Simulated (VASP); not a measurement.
A run of VASP 6.6.1 is set up as follows.

Contents of INCAR:

```
SYSTEM = Sc
AGGAC = 1.0
AGGAX = 1.0
ALDAC = 0.0
ALDAX = 1.0
ALGO = Normal
EDIFF = 1E-6
ENCUT = 520
GGA = B5
ISIF = 2
ISMEAR = -1
LASPH = .True.
LCHARG = .False.
LREAL = .False.
LWAVE = .False.
NBANDS = 12
NELM = 100
PREC = Accurate
SIGMA = 0.1
```

KPOINTS

```
k-points
0
Gamma
  12 12 12
  0 0 0
```

Contents of POSCAR:

```
Sc
1.0
    3.0766433273      0.0000000000      0.0000000000
    0.0000000000      3.0766433273      0.0000000000
    0.0000000000      0.0000000000      3.0766433273
Sc
1
Direct
    0.0000000000      0.0000000000      0.0000000000
```

Potentials or basis: VASP PAW PBE potentials, release 64 (Sc_sv).

The run is started by

```console
$ cat potpaw_PBE.64/Sc_sv/POTCAR > POTCAR
$ mpirun -np 1 vasp_std > vasp.out
```

Question: Estimate the pressure.

Answer: -2.2 GPa.

Caveat: the PAW data sets were made with another functional, which shifts forces and pressure a little.
